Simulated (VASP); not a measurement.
Wanted: the native input for a VASP 6.6.1 run.

| Quantity | Value |
| --- | --- |
| Task | relaxation of cell and atoms |
| Functional | PBE |
| Potentials or basis | VASP PAW PBE potentials, release 64 (Ta_pv, Ge_d) |
| Cutoff | 600 eV |
| k mesh | 4 × 4 × 4 |
| Occupations | gaussian, width 0.1 eV |
| Spin | no spin polarisation |
| Dipole correction | no |
| Further INCAR settings | ALGO = Normal; EDIFF = 1e-07; IBRION = 2; EDIFFG = -0.04; NSW = 90; ISIF = 3 |

The structure of TaGe4 lies in POSCAR:

```
TaGe4
1.0
    4.5690922200      0.0000000000      0.0000000000
    0.0000000000      4.5690922200      0.0000000000
    0.0000000000      0.0000000000      4.5690922200
Ta Ge
1 4
Direct
    0.5000000000      0.5000000000      0.5000000000
    0.0000000000      0.0000000000      0.0000000000
    0.5000000000      0.5000000000      0.0000000000
    0.5000000000      0.0000000000      0.5000000000
    0.0000000000      0.5000000000      0.5000000000
```

One way to write it, as run:

INCAR

```
PREC     = Accurate       # precision mode
ENCUT    = 600            # plane-wave cutoff, eV
EDIFF    = 1E-7           # SCF threshold, eV
ISMEAR   = 0              # smearing method
SIGMA    = 0.1            # smearing width, eV
LREAL    = False          # projectors in reciprocal space
LASPH    = True           # aspherical terms in the spheres
NELM     = 80             # most SCF steps
ALGO     = Normal         # electronic algorithm
ISIF     = 3              # what is computed and relaxed
LWAVE    = False          # write WAVECAR
LCHARG   = False          # write CHGCAR
GGA      = PE             # functional
IBRION   = 2              # ionic algorithm
NSW      = 90             # ionic steps
EDIFFG   = -0.04          # ionic threshold
```

KPOINTS

```
Automatic mesh
0
Gamma
  4 4 4
```

Potentials or basis: VASP PAW PBE potentials, release 64 (Ta_pv, Ge_d).

Launch:

```sh
$ cat potpaw_PBE.64/Ta_pv/POTCAR potpaw_PBE.64/Ge_d/POTCAR > POTCAR
$ mpirun -np 1 vasp_std > vasp.out
```

It gave:

* Relaxed volume: 25.63 Å³/atom
* Relaxed cell: a = 5.041 Å, b = 5.041 Å, c = 5.041 Å, α = 90.00°, β = 90.00°, γ = 90.00°
* Space group after relaxing (to 0.05 Å): Pm-3m (No. 221)
* Energy gained by relaxing: 527.3 meV/atom
* Ionic steps: 3
* Pressure after relaxing: -0.1 GPa

Caveat: the volume moved by over 15 % at a fixed basis, so the end points are rough.

It took 2.7 min on 1 thread of Intel(R) Xeon(R) Platinum 8259CL CPU @ 2.50GHz (Skylake/Cascade Lake) (shared host), peak memory 0.26 GiB.
